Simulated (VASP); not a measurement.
# AlAu20 in VASP: notebook, part 2 of 2

VASP 6.6.1. Earlier steps stand in the parts before.

## Step 3: Relaxation of the atoms, PBE+D3(BJ)

Contents of INCAR:

```
SYSTEM = AlAu20
  PREC = Accurate
  ENCUT = 520
  EDIFF = 1E-6
  ISMEAR = 0
  SIGMA = 0.1
  LREAL = Auto
  LASPH = .TRUE.
  NELM = 60
  ALGO = Normal
  ISIF = 2
  LWAVE = .FALSE.
  LCHARG = .FALSE.
  LDIPOL = .TRUE.
  IDIPOL = 3
  DIPOL = 0.5 0.5 0.477
  GGA = PE
  IVDW = 12
  IBRION = 2
  NSW = 90
  EDIFFG = -0.03
  LUSENCCL = .FALSE.
```

Contents of KPOINTS:

```
Automatic mesh
0
G
  6 6 1
  0 0 0
```

Contents of POSCAR:

```
AlAu20
1.0
    5.7649995596      0.0000000000      0.0000000000
   -2.8824997798      4.9926360715      0.0000000000
    0.0000000000      0.0000000000     28.6093132300
Au Al
20 1
Selective dynamics
Direct
    0.1666666667      0.3333333333      0.2971060483  F F F
    0.1666666667      0.8333333333      0.2971060483  F F F
    0.6666666667      0.3333333333      0.2971060483  F F F
    0.6666666667      0.8333333333      0.2971060483  F F F
    0.3333333333      0.1666666667      0.3810761978  F F F
    0.3333333333      0.6666666667      0.3810761978  F F F
    0.8333333333      0.1666666667      0.3810761978  F F F
    0.8333333333      0.6666666667      0.3810761978  F F F
    0.1666666667      0.3333333333      0.4649734912  T T T
    0.1666666667      0.8333333333      0.4649734912  T T T
    0.6666666667      0.3333333333      0.4649734912  T T T
    0.6666666667      0.8333333333      0.4649734912  T T T
    0.3333333333      0.1666666667      0.5490247130  T T T
    0.3333333333      0.6666666667      0.5490247130  T T T
    0.8333333333      0.1666666667      0.5490247130  T T T
    0.8333333333      0.6666666667      0.5490247130  T T T
    0.1666666667      0.3333333333      0.6352777908  T T T
    0.1666666667      0.8333333333      0.6352777908  T T T
    0.6666666667      0.3333333333      0.6352777908  T T T
    0.6666666667      0.8333333333      0.6352777908  T T T
    0.8333333333      0.6666666667      0.7037869502  T T T
```

Potentials or basis: VASP PAW PBE potentials, release 64 (Au, Al).

Launch:

```sh
> cat potpaw_PBE.64/Au/POTCAR potpaw_PBE.64/Al/POTCAR > POTCAR
> mpirun -np 1 vasp_std > vasp.out
```

OUTCAR:

```text
SYSTEM = AlAu20
   PREC = Accurate
   ENCUT = 520
   EDIFF = 1E-6
   ISMEAR = 0
   LREAL = Auto
   LASPH = .TRUE.
   NELM = 60
   ISIF = 2
   GGA = PE
   IVDW = 12
   IBRION = 2
   NSW = 90
   EDIFFG = -0.03
 IVDW          = 12

 ion  position               nearest neighbor table
   1  0.167  0.333  0.297-   3 2.88   3 2.88   4 2.88   2 2.88   2 2.88   4 2.88   5 2.92   7 2.92
                             6 2.92
   2  0.167  0.833  0.297-   4 2.88   4 2.88   1 2.88   1 2.88   3 2.88   3 2.88   6 2.92   8 2.92
                             5 2.92
   3  0.667  0.333  0.297-   1 2.88   1 2.88   4 2.88   4 2.88   2 2.88   2 2.88   7 2.92   5 2.92
                             8 2.92
   4  0.667  0.833  0.297-   2 2.88   2 2.88   3 2.88   3 2.88   1 2.88   1 2.88   8 2.92   6 2.92
                             7 2.92
   5  0.333  0.167  0.381-   7 2.88   7 2.88   8 2.88   6 2.88   6 2.88   8 2.88   9 2.92  11 2.92
                            10 2.92   1 2.92   3 2.92   2 2.92
   6  0.333  0.667  0.381-   8 2.88   8 2.88   5 2.88   5 2.88   7 2.88   7 2.88  10 2.92  12 2.92
                             9 2.92   2 2.92   4 2.92   1 2.92
   7  0.833  0.167  0.381-   5 2.88   5 2.88   8 2.88   8 2.88   6 2.88   6 2.88  11 2.92   9 2.92
                            12 2.92   3 2.92   1 2.92   4 2.92
   8  0.833  0.667  0.381-   6 2.88   6 2.88   7 2.88   7 2.88   5 2.88   5 2.88  12 2.92  10 2.92
                            11 2.92   4 2.92   2 2.92   3 2.92
   9  0.167  0.333  0.465-  11 2.88  11 2.88  12 2.88  10 2.88  10 2.88  12 2.88   5 2.92   7 2.92
[... 8 lines left out ...]
                            10 2.92  17 2.98  19 2.98  18 2.98
  14  0.333  0.667  0.549-  16 2.88  16 2.88  13 2.88  13 2.88  15 2.88  15 2.88  10 2.92  12 2.92
                             9 2.92  18 2.98  20 2.98  17 2.98
  15  0.833  0.167  0.549-  13 2.88  13 2.88  16 2.88  16 2.88  14 2.88  14 2.88  11 2.92   9 2.92
                            12 2.92  19 2.98  17 2.98  20 2.98
  16  0.833  0.667  0.549-  14 2.88  14 2.88  15 2.88  15 2.88  13 2.88  13 2.88  12 2.92  10 2.92
                            11 2.92  20 2.98  18 2.98  19 2.98
  17  0.167  0.333  0.635-  19 2.88  19 2.88  20 2.88  18 2.88  18 2.88  20 2.88  13 2.98  15 2.98
                            14 2.98
  18  0.167  0.833  0.635-  21 2.57  20 2.88  20 2.88  19 2.88  17 2.88  17 2.88  19 2.88  14 2.98
                            16 2.98  13 2.98
  19  0.667  0.333  0.635-  21 2.57  17 2.88  17 2.88  18 2.88  20 2.88  20 2.88  18 2.88  15 2.98
                            13 2.98  16 2.98
  20  0.667  0.833  0.635-  21 2.57  18 2.88  18 2.88  17 2.88  19 2.88  19 2.88  17 2.88  16 2.98
                            14 2.98  15 2.98
  21  0.833  0.667  0.704-  20 2.57  18 2.57  19 2.57

  LATTYP: Found a hexagonal cell.
[... 221 lines left out ...]
  ---------------------------------------------------
  free energy    TOTEN  =       -65.32384766 eV

  energy without entropy =      -65.27054940  energy(sigma->0) =      -65.29719853

------------------------ aborting loop because EDIFF is reached ----------------------------------------

 Edisp (eV)  -10.92052

 E8    (eV) :    -5.0317
[... 162 lines left out ...]
  FREE ENERGIE OF THE ION-ELECTRON SYSTEM (eV)
  ---------------------------------------------------
  free  energy   TOTEN  =       -76.2669288888 eV

  energy  without entropy=      -76.2133974152  energy(sigma->0) =      -76.24016315

[... ionic steps 4 to 7 ...]

--------------------------------------- Ionic step        8  -------------------------------------------

 number of electron     223.0000020 magnetization

------------------------ aborting loop because EDIFF is reached ----------------------------------------
[... 113 lines left out ...]
--------------------------------------- Ionic step       10  -------------------------------------------

 number of electron     223.0000020 magnetization

 dipolmoment           0.000000      0.000000     -0.144678 electrons x Angstroem

 Free energy of the ion-electron system (eV)
  ---------------------------------------------------
  ext. energy  EPLUGINS =         0.00000000
  ---------------------------------------------------
  free energy    TOTEN  =       -65.34546249 eV

  energy without entropy =      -65.29041450  energy(sigma->0) =      -65.31793849

 E-fermi :   1.4228     XC(G=0):  -6.1867

 val. band max:        1.4129656912   @ k =   0.1667   0.1667   0.0000
 cond. band min:       1.4630177343   @ k =   0.1667   0.0000   0.0000
 fundamental gap:      0.0500520430
 Fermi energy:         1.4228185182

 k-point     1 :       0.0000    0.0000    0.0000
  band No.  band energies     occupation
      1      -8.0217      2.00000
      2      -7.3885      2.00000
      3      -6.6108      2.00000
      4      -5.9667      2.00000
      5      -5.7498      2.00000
      6      -5.5077      2.00000
[... 871 lines left out ...]
    122       4.6825      0.00000
    123       5.1846      0.00000
 [bands above 123 left out]

------------------------ aborting loop because EDIFF is reached ----------------------------------------

 vacuum level on the upper side and lower side of the slab       (xc-potential included)        -0.454         0.433

 Edisp (eV)  -10.93069

 E8    (eV) :    -5.0368

  FORCE on cell =-STRESS in cart. coord.  units (eV):
  Direction    XX          YY          ZZ          XY          YZ          ZX
  --------------------------------------------------------------------------------------
  -------------------------------------------------------------------------------------
  Total      -6.51239    -6.51239     0.55023    -0.00000    -0.00000     0.00000
  in kB     -12.67111   -12.67111     1.07058    -0.00000    -0.00000     0.00000
  external pressure =       -8.09 kB  Pullay stress =        0.00 kB
[... 36 lines left out ...]
  FREE ENERGIE OF THE ION-ELECTRON SYSTEM (eV)
  ---------------------------------------------------
  free  energy   TOTEN  =       -76.2761483881 eV

  energy  without entropy=      -76.2211003979  energy(sigma->0) =      -76.24862439

 reached required accuracy - stopping structural energy minimisation

 vacuum level on the upper side and lower side of the slab         5.645         6.548
```

CONTCAR:

```text
AlAu20
    1.000000000000000
     5.7649995595999997    0.0000000000000000    0.0000000000000000
    -2.8824997797999998    4.9926360714999998    0.0000000000000000
     0.0000000000000000    0.0000000000000000   28.6093132300000015
  Au              Al
    20     1
Selective dynamics
Direct
     0.1666666667000030    0.3333333332999970    0.2971060483000016   F   F   F
     0.1666666667000030    0.8333333332999970    0.2971060483000016   F   F   F
     0.6666666667000030    0.3333333332999970    0.2971060483000016   F   F   F
     0.6666666667000030    0.8333333332999970    0.2971060483000016   F   F   F
     0.3333333332999970    0.1666666667000030    0.3810761977999988   F   F   F
     0.3333333332999970    0.6666666667000030    0.3810761977999988   F   F   F
     0.8333333332999970    0.1666666667000030    0.3810761977999988   F   F   F
     0.8333333332999970    0.6666666667000030    0.3810761977999988   F   F   F
     0.1666666667000030    0.3333333332999970    0.4654933335808068   T   T   T
     0.1660936961716149    0.8330468480358031    0.4649173207542304   T   T   T
     0.6669531519641969    0.3339063038283852    0.4649173207542304   T   T   T
     0.6669531519641969    0.8330468480358031    0.4649173207542304   T   T   T
     0.3333003783632172    0.1666996216367828    0.5489040372068907   T   T   T
     0.3333003783632172    0.6666007568264433    0.5489040372068907   T   T   T
     0.8333992431735567    0.1666996216367828    0.5489040372068907   T   T   T
     0.8333333332999970    0.6666666667000030    0.5492066748729633   T   T   T
     0.1666666667000030    0.3333333332999970    0.6350449577257730   T   T   T
[... 24 lines left out ...]
  0.00000000E+00  0.00000000E+00  0.00000000E+00
  0.00000000E+00  0.00000000E+00  0.00000000E+00
```

Run time: 7 min. Hardware: 1 × NVIDIA H100 80GB with 1 thread of AMD EPYC 7R13 (Zen 3), shared host; peak memory 2 GiB.

What came out:

* Free energy: -76.2761 eV
* Energy gained by relaxing: 1.5 meV/atom
* Ionic steps: 10
* Band gap on the k mesh: zero (an odd number of electrons rules out a gap without spin polarisation)
* Dispersion energy per atom: -0.521 eV

Step by step:
```tsv
step	energy change (eV)	largest force on free atoms (eV/Å)	pressure (GPa)
1	0.0000	0.3854	-0.92
2	-0.0182	0.2589	-0.92
3	-0.0226	0.2801	-0.91
4	-0.0274	0.1870	-0.89
5	-0.0298	0.0621	-0.87
6	-0.0298	0.0573	-0.85
7	-0.0308	0.0435	-0.84
8	-0.0311	0.0341	-0.83
9	-0.0311	0.0364	-0.83
10	-0.0318	0.0238	-0.81
```

Final structure:
```xyz
21
Lattice="5.7650 0.0000 0.0000 -2.8825 4.9926 0.0000 0.0000 0.0000 28.6093" Properties=species:S:1:pos:R:3 pbc="T T T"
Au    0.0000    1.6642    8.5000
Au   -1.4413    4.1605    8.5000
Au    2.8825    1.6642    8.5000
Au    1.4413    4.1605    8.5000
Au    1.4413    0.8321   10.9023
Au    0.0000    3.3284   10.9023
Au    4.3237    0.8321   10.9023
Au    2.8825    3.3284   10.9023
Au    0.0000    1.6642   13.3174
Au   -1.4437    4.1591   13.3010
Au    2.8825    1.6671   13.3010
Au    1.4437    4.1591   13.3010
Au    1.4410    0.8323   15.7038
Au    0.0000    3.3281   15.7038
Au    4.3240    0.8323   15.7038
Au    2.8825    3.3284   15.7124
Au    0.0000    1.6642   18.1682
Au   -1.4095    4.1789   18.1788
Au    2.8825    1.6276   18.1788
Au    1.4095    4.1789   18.1788
Al    2.8825    3.3284   20.0535
```

Levels at points of the mesh, in eV from the Fermi level:
```
           k point  band 108  band 109  band 110  band 111  band 112  band 113  band 114  band 115
(0.00, 0.00, 0.00)      0.12      0.12      0.19      0.19      0.22      0.45      0.55      0.55
(0.50, 0.00, 0.00)     -1.22     -0.58     -0.18     -0.11      0.06      0.20      0.42      0.65
```

Caveat: spin-orbit coupling is left out, which moves the levels of the heavy elements.

The gap in the log of VASP goes by the Fermi energy; the results here count the filled bands.